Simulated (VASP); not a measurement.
# HPbNO4 (P1) in VASP: single point with LDA

Aim: the single point of HPbNO4 with LDA.

Everything below comes from runs of VASP 6.6.1. Logs are shortened: lines on timing, memory, paths and dates and some standing lists are left out, and cuts for length are marked.

## (1) The cell of the first run

The typed cell holds 14 atoms: a = 4.120 Å, b = 6.427 Å, c = 8.387 Å, α = 67.04°, β = 89.96°, γ = 89.98°.

## (2) Single point, LDA

Contents of INCAR:

```
SYSTEM = HPbNO4
PREC = Accurate
ENCUT = 520
EDIFF = 1E-7
ISMEAR = -1
SIGMA = 0.05
LREAL = .False.
LASPH = .True.
NELM = 80
ALGO = Normal
ISIF = 2
LWAVE = .False.
LCHARG = .False.
GGA = CA
NBANDS = 57
```

Contents of KPOINTS:

```
regular mesh
0
Gamma
  5 4 3
  0 0 0
```

Contents of POSCAR:

```
HPbNO4
1.0
    4.1204000000     -0.0008100000     -0.0112000000
    0.0040400000      6.4272200000      0.0536000000
    0.0279100000      3.2070700000      7.7499400000
H Pb N O
2 2 2 8
Direct
    0.9036600000      0.2182100000      0.4885100000
    0.4033700000      0.7817700000      0.5114200000
    0.3945500000      0.3086300000      0.7072500000
    0.8948900000      0.6913500000      0.2926600000
    0.6340900000      0.1999000000      0.2073000000
    0.1338600000      0.8001200000      0.7927500000
    0.9082900000      0.3286600000      0.5436900000
    0.5379200000      0.3907600000      0.1949700000
    0.5348300000      0.1127900000      0.1060200000
    0.8371800000      0.0888700000      0.3267200000
    0.4081700000      0.6713200000      0.4562400000
    0.0377400000      0.6092400000      0.8052000000
    0.0342900000      0.8873700000      0.8939700000
    0.3371600000      0.9110100000      0.6733000000
```

Potentials or basis: VASP PAW LDA potentials, release 64 (H, Pb_d, N, O).

Started as:

```console
$ cat potpaw_LDA.64/H/POTCAR potpaw_LDA.64/Pb_d/POTCAR potpaw_LDA.64/N/POTCAR potpaw_LDA.64/O/POTCAR > POTCAR
$ mpirun -np 1 vasp_std > vasp.out
```

OUTCAR:

```text
SYSTEM = HPbNO4
   PREC = Accurate
   ENCUT = 520
   EDIFF = 1E-7
   ISMEAR = -1
   LREAL = .False.
   LASPH = .True.
   NELM = 80
   ISIF = 2
   GGA = CA

 ion  position               nearest neighbor table
   1  0.904  0.218  0.489-   7 0.99
   2  0.403  0.782  0.511-  11 0.99
   3  0.395  0.309  0.707-   7 2.40  11 2.46   7 2.50  14 2.69  12 2.79  13 2.95   4 3.96   4 3.96

   4  0.895  0.691  0.293-  11 2.40   7 2.46  11 2.50  10 2.69   8 2.79   9 2.95   3 3.96   3 3.96

   5  0.634  0.200  0.207-   8 1.25   9 1.25  10 1.29
   6  0.134  0.800  0.793-  12 1.25  13 1.25  14 1.29
   7  0.908  0.329  0.544-   1 0.99   3 2.40   4 2.46   3 2.50
   8  0.538  0.391  0.195-   5 1.25   4 2.79
   9  0.535  0.113  0.106-   5 1.25   4 2.95
  10  0.837  0.089  0.327-   5 1.29   4 2.69
  11  0.408  0.671  0.456-   2 0.99   4 2.40   3 2.46   4 2.50
  12  0.038  0.609  0.805-   6 1.25   3 2.79
  13  0.034  0.887  0.894-   6 1.25   3 2.95
  14  0.337  0.911  0.673-   6 1.29   3 2.69

  LATTYP: Found a triclinic cell.
 ALAT       =     8.3873504134
 B/A-ratio  =     0.7663260086
 C/A-ratio  =     0.4912654293
 COS(alpha) =     0.0004093095
 COS(beta)  =     0.0007408501
 COS(gamma) =     0.3900640650

  Lattice vectors:

 A1 = (  -0.0279100000,  -3.2070700000,  -7.7499400000)
 A2 = (  -0.0040400000,  -6.4272200000,  -0.0536000000)
 A3 = (  -4.1204000000,   0.0008100000,   0.0112000000)

Analysis of symmetry for initial positions (statically):
=====================================================================
 Subroutine PRICEL returns:
 Original cell was already a primitive cell.

 Routine SETGRP: Setting up the symmetry group for a
 triclinic supercell.

 Subroutine GETGRP returns: Found  1 space group operations
 (whereof  1 operations were pure point group operations)
 out of a pool of  2 trial point group operations.

The static configuration has the point symmetry C_1 .

Analysis of symmetry for dynamics (positions and initial velocities):
=====================================================================
 Subroutine PRICEL returns:
 Original cell was already a primitive cell.

 Routine SETGRP: Setting up the symmetry group for a
 triclinic supercell.

 Subroutine GETGRP returns: Found  1 space group operations
 (whereof  1 operations were pure point group operations)
 out of a pool of  2 trial point group operations.

The dynamic configuration has the point symmetry C_1 .

 Subroutine INISYM returns: Found  1 space group operations
 (whereof  1 operations are pure point group operations),
 and found     1 'primitive' translations

----------------------------------------------------------------------------------------

                                     Primitive cell

  volume of cell :     204.5331

  direct lattice vectors                    reciprocal lattice vectors
     4.120400000 -0.000810000 -0.011200000     0.242692644 -0.000145765 -0.000813693
     0.004040000  6.427220000  0.053600000    -0.000144924  0.156127154 -0.064607812
     0.027910000  3.207070000  7.749940000     0.000351735 -0.001080015  0.129478921

  length of vectors
     4.120415301  6.427444765  8.387350413     0.242694051  0.168967093  0.129483903

  position of ions in fractional coordinates (direct lattice)
     0.903660000  0.218210000  0.488510000
     0.403370000  0.781770000  0.511420000
     0.394550000  0.308630000  0.707250000
     0.894890000  0.691350000  0.292660000
     0.634090000  0.199900000  0.207300000
     0.133860000  0.800120000  0.792750000
     0.908290000  0.328660000  0.543690000
     0.537920000  0.390760000  0.194970000
     0.534830000  0.112790000  0.106020000
     0.837180000  0.088870000  0.326720000
     0.408170000  0.671320000  0.456240000
     0.037740000  0.609240000  0.805200000
     0.034290000  0.887370000  0.893970000
     0.337160000  0.911010000  0.673300000

  ion indices of the primitive-cell ions
   primitive index   ion index
                 1           1
                 2           2
                 3           3
                 4           4
                 5           5
                 6           6
                 7           7
                 8           8
                 9           9
                10          10
                11          11
                12          12
                13          13
                14          14

----------------------------------------------------------------------------------------

 KPOINTS: regular mesh

Automatic generation of k-mesh.
 Grid dimensions read from file:
 generate k-points for:    5    4    3

 Generating k-lattice:

  Cartesian coordinates                     Fractional coordinates (reciprocal lattice)
     0.048538529 -0.000029153 -0.000162739     0.200000000 -0.000000000 -0.000000000
    -0.000036231  0.039031788 -0.016151953     0.000000000  0.250000000 -0.000000000
     0.000117245 -0.000360005  0.043159640    -0.000000000 -0.000000000  0.333333333

  Length of vectors
     0.048538810  0.042241773  0.043161301

  Shift w.r.t. Gamma in fractional coordinates (k-lattice)
     0.000000000  0.000000000  0.000000000

 Subroutine IBZKPT returns following result:
 ===========================================

 Found     31 irreducible k-points:

 Following reciprocal coordinates:
            Coordinates               Weight
  0.000000  0.000000  0.000000      1.000000
  0.200000 -0.000000  0.000000      2.000000
  0.400000  0.000000  0.000000      2.000000
 -0.000000  0.250000  0.000000      2.000000
  0.200000  0.250000  0.000000      2.000000
  0.400000  0.250000  0.000000      2.000000
[... 16 lines left out ...]
  0.200000  0.500000  0.333333      2.000000
  0.400000  0.500000  0.333333      2.000000
 [... further k-points ...]
   k-points           NKPTS =     31   k-points in BZ     NKDIM =     31   number of bands    NBANDS=     57
   number of dos      NEDOS =    301   number of ions     NIONS =     14
   total plane-waves  NPLWV =  98304
   dimension x,y,z NGX =    32 NGY =   48 NGZ =   64
   dimension x,y,z NGXF=    64 NGYF=   96 NGZF=  128
   ions per type =               2   2   2   8
   NGX,Y,Z   is equivalent  to a cutoff of  12.91, 12.42, 12.69 a.u.
   NGXF,Y,Z  is equivalent  to a cutoff of  25.82, 24.83, 25.37 a.u.
 SYSTEM =  HPbNO4
   PREC   = accura    normal or accurate (medium, high low for compatibility)
   ISTART =      0    job   : 0-new  1-cont  2-samecut
   ICHARG =      2    charge: 1-file 2-atom 10-const
   ISPIN  =      1    spin polarized calculation?
   LNONCOLLINEAR =      F non collinear calculations
   LSORBIT =      F    spin-orbit coupling
   LASPH  =      T    aspherical Exc in radial PAW
   ENCUT  =  520.0 eV  38.22 Ry    6.18 a.u.   7.66 11.95 15.59*2*pi/ulx,y,z
   NELM   =     80;   NELMIN=  2; NELMDL= -5     # of ELM steps
   EDIFF  = 0.1E-06   stopping-criterion for ELM
   LREAL  =      F    real-space projection
   EDIFFG = 0.1E-05   stopping-criterion for IOM
   NSW    =      0    number of steps for IOM
   IBRION =     -1    ionic relax: 0-MD 1-quasi-New 2-CG
   NFREE  =      0    steps in history (QN), initial steepest desc. (CG)
   ISIF   =      2    stress and relaxation
   ISYM   =      2    0-nonsym 1-usesym 2-fastsym
   POTIM  = 0.5000    time-step for ionic-motion
   TEBEG  =    0.0;   TEEND  =   0.0 temperature during run
   PSTRESS=    0.0 pullay stress
   NELECT =      88.0000    total number of electrons
   NUPDOWN=      -1.0000    fix difference up-down
   EMIN   =  10.00;   EMAX   =-10.00  energy-range for DOS
   EFERMI =   0.00;   METHOD = LEGACY
   ISMEAR =    -1;   SIGMA  =   0.05  broadening in eV -4-tet -1-fermi 0-gaus
   EFERMI_NEDOS =   21; number of points for ismear=-14 and -15
   IALGO  =     38    algorithm
   IMIX   =      4    mixing-type and parameters
     AMIX     =   0.40;   BMIX     =  1.00
     AMIX_MAG =   1.60;   BMIX_MAG =  1.00
  volume/ion in A,a.u.               =      14.61        98.59
  Fermi-wavevector in a.u.,A,eV,Ry     =   1.235894  2.335501 20.782000  1.527434
  Thomas-Fermi vector in A             =   2.370525
   LORBIT       =      0    0 simple, 1 ext, 2 COOP (PROOUT), +10 PAW based schemes
   GGA     = CA    functional components
   LHFCALC =     F    Hartree Fock is set to
   AEXX    =    0.0000 exact exchange contribution
   IVDW    =     0    specifies the selected vdW correction
   LEPSILON=     F    determine dielectric tensor
   LRPA    =     F    only Hartree local field effects (RPA)
 non-spin polarized calculation
  energy-cutoff  :      520.00
  volume of cell :      204.53
 maximum number of plane-waves:      5534
   NGX = 15   NGY = 23   NGZ = 31

 number of electron      88.0000008 magnetization

 Free energy of the ion-electron system (eV)
  ---------------------------------------------------
  ext. energy  EPLUGINS =         0.00000000
  ---------------------------------------------------
  free energy    TOTEN  =       -89.71133117 eV

  energy without entropy =      -89.71133117  energy(sigma->0) =      -89.71133117

 E-fermi :   1.4995     XC(G=0):  -9.2051

 val. band max:        0.2589581819   @ k =   0.0000   0.2500   0.3333
 cond. band min:       3.4398374506   @ k =   0.4000   0.2500   0.0000
 fundamental gap:      3.1808792687
 Fermi energy:         1.4994787877

 k-point     1 :       0.0000    0.0000    0.0000
  band No.  band energies     occupation
      1     -25.1097      2.00000
      2     -25.0957      2.00000
      3     -19.7764      2.00000
      4     -19.7666      2.00000
      5     -19.4657      2.00000
      6     -19.4196      2.00000
[... 1405 lines left out ...]
     55       9.2427      0.00000
     56       9.6153      0.00000

 [... further k-points ...]

 [bands above 56 left out]

------------------------ aborting loop because EDIFF is reached ----------------------------------------

  FORCE on cell =-STRESS in cart. coord.  units (eV):
  Direction    XX          YY          ZZ          XY          YZ          ZX
  --------------------------------------------------------------------------------------
  -------------------------------------------------------------------------------------
  Total       -6.1000605     -6.5117622     -6.1125749     -0.0003799      0.2770693     -0.0033157
  in kB      -47.7838563    -51.0088567    -47.8818856     -0.0029755      2.1703786     -0.0259728
  external PRESSURE =     -48.8915329 kB  Pullay stress =       0.0000000 kB

 VOLUME and BASIS-vectors are now :
 -----------------------------------------------------------------------------
  energy-cutoff  :      520.00
  volume of cell :      204.53
      direct lattice vectors                 reciprocal lattice vectors
     4.120400000 -0.000810000 -0.011200000     0.242692644 -0.000145765 -0.000813693
     0.004040000  6.427220000  0.053600000    -0.000144924  0.156127154 -0.064607812
     0.027910000  3.207070000  7.749940000     0.000351735 -0.001080015  0.129478921

 POSITION                                       TOTAL-FORCE (eV/Angst)
 -----------------------------------------------------------------------------------
      3.73796      2.96844      3.78750        -0.024640     -0.479391     -0.268768
      1.67948      6.66444      4.00086        -0.021989      0.479760      0.269396
      1.64669      4.25151      5.49327        -0.126393     -0.019188     -0.366808
      3.69827      5.38131      2.29513        -0.124586      0.019575      0.367619
      2.61930      1.94911      1.61018        -0.027230     -0.011590     -0.003974
      0.57691      7.68484      6.18515        -0.029925      0.009875      0.006313
      3.75902      3.85529      4.22101         0.033677      0.570115      0.233889
      2.22347      3.13635      1.52593         0.225290     -0.293485      0.126456
      2.20713      1.06451      0.82170         0.167396      0.217061      0.294803
      3.45899      1.61832      2.52745        -0.248641      0.049147     -0.189140
      1.69727      5.77758      3.56724         0.032028     -0.570803     -0.234775
      0.18044      6.49802      6.27248         0.225671      0.294752     -0.128290
      0.16982      8.57032      6.97539         0.166334     -0.217613     -0.295731
      1.41171      8.01431      5.26309        -0.246991     -0.048214      0.189010
 -----------------------------------------------------------------------------------
    total drift:                               -0.000668      0.000050      0.000073

  FREE ENERGIE OF THE ION-ELECTRON SYSTEM (eV)
  ---------------------------------------------------
  free  energy   TOTEN  =       -89.7113311744 eV

  energy  without entropy=      -89.7113311744  energy(sigma->0) =      -89.71133117
```

Run time: 5.5 min. Hardware: 1 thread of Intel Xeon Platinum 8488C (Sapphire Rapids), shared host; peak memory 0.43 GiB.

What came out:

```yaml
Free_energy: -89.7113 eV
Pressure: -4.9 GPa
Largest_force: 0.618 eV/Å
Band_gap_on_the_k_mesh: 3.18 eV (least direct gap 3.25 eV)
```

Forces in eV/Å, atoms in the order of the input:
```
H   -0.025 -0.479 -0.269
H   -0.022  0.480  0.269
Pb  -0.126 -0.019 -0.367
Pb  -0.125  0.020  0.368
N   -0.027 -0.012 -0.004
N   -0.030  0.010  0.006
O    0.034  0.570  0.234
O    0.225 -0.293  0.126
O    0.167  0.217  0.295
O   -0.249  0.049 -0.189
O    0.032 -0.571 -0.235
O    0.226  0.295 -0.128
O    0.166 -0.218 -0.296
O   -0.247 -0.048  0.189
```

Levels at points of the mesh, in eV from the valence-band top:
| k point | band 42 | band 43 | band 44 | band 45 | band 46 | band 47 |
| --- | --- | --- | --- | --- | --- | --- |
| (0.00, 0.00, 0.00) | -0.28 | -0.19 | -0.16 | 3.27 | 3.46 | 4.37 |
| (0.00, 0.50, 0.00) | -0.41 | -0.34 | -0.17 | 3.39 | 3.52 | 4.17 |

Caveat: the standard files for N, O and F lose accuracy on very short bonds; the cell stands under tension; spin-orbit coupling is left out, which moves the levels of the heavy elements. A k mesh can miss the band edges.
